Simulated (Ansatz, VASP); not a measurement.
## One calculation of W, two programs

POSCAR

```
W
1.0
   -1.6174891400      1.6174891400      1.6174891400
    1.6174891400     -1.6174891400      1.6174891400
    1.6174891400      1.6174891400     -1.6174891400
W
1
Direct
    0.0000000000      0.0000000000      0.0000000000
```

The input INCAR.step1:

```
SYSTEM = W
PREC = Accurate
ENCUT = 520
ISMEAR = -1
SIGMA = 0.1
LREAL = .False.
LASPH = .True.
NELM = 100
NBANDS = 13
GGA = PE
ALGO = Normal
EDIFF = 1E-4
LWAVE = .True.
LCHARG = .False.
```

The input INCAR.step2:

```
SYSTEM = W
PREC = Accurate
ENCUT = 520
EDIFF = 1E-7
ISMEAR = -1
SIGMA = 0.1
LREAL = .False.
LASPH = .True.
NELM = 100
ALGO = Normal
ISIF = 2
LWAVE = .False.
LCHARG = .True.
METAGGA = R2SCAN
LMIXTAU = .True.
LELF = .True.
LVHAR = .True.
NBANDS = 13
ISTART = 1
```

The input KPOINTS:

```
Automatic mesh
0
Gamma
  14 14 14
  0 0 0
```

Input for Ansatz:

```yaml
crystal:
  lattice:
    - [-1.61748914, 1.61748914, 1.61748914]
    - [1.61748914, -1.61748914, 1.61748914]
    - [1.61748914, 1.61748914, -1.61748914]
  atoms:
    - { symbol: W, position: [0.0, 0.0, 0.0] }
  symmetry: { tolerance: 0.0003 }
kpoints:
  mp_grid: { grid: [14, 14, 14], shift: [0, 0, 0] }
  band_path:
    path:
      - [0.0, 0.0, 0.0]
      - [0.5, -0.5, 0.5]
      - [0.0, 0.0, 0.5]
      - [0.0, 0.0, 0.0]
      - [0.25, 0.25, 0.25]
      - [0.5, -0.5, 0.5]
      - [0.25, 0.25, 0.25]
      - [0.0, 0.0, 0.5]
    npoints: 8
magnetization:
  spin_polarized: false
scf:
  occupations: { method: fermi_dirac }
  lower_state_search: "off"
  max_iter: 200
hamiltonian:
  pseudopotentials: { kind: paw }
  xc: r2scan
basis:
  ecutwfc: 500
  fft_grid_basis: typed
output:
  forces: true
  stress: true
  eigenvalues: true
  bader: true
  populations: true
  elf: true
  write_potential: true
  volumetric_format: npy
  dos:
    e_range: [-12, 8]
    de: 0.05
    projected: { site_lists: { W: [W] } }
checkpoint:
  read: saved_state
```

Alike in both runs: task single point; functional r2SCAN; k mesh 14 × 14 × 14; no spin polarisation.

|  | VASP | Ansatz |
| --- | --- | --- |
| version | VASP 6.6.1 | Ansatz 0.2.0 |
| potentials or method | VASP PAW PBE potentials, release 64 (W_sv), cutoff 520 eV | PAW plane waves |
| occupations | fermi-dirac, width 0.1 eV | fermi-dirac |
| valence electrons in the cell | 14 | 14 |

```csv
,VASP,Ansatz,Ansatz less VASP
pressure (GPa),-16.4,-17.3,-0.92
```

VASP's potentials were made for PBE, not for r2SCAN.

Spin-orbit coupling is off throughout.
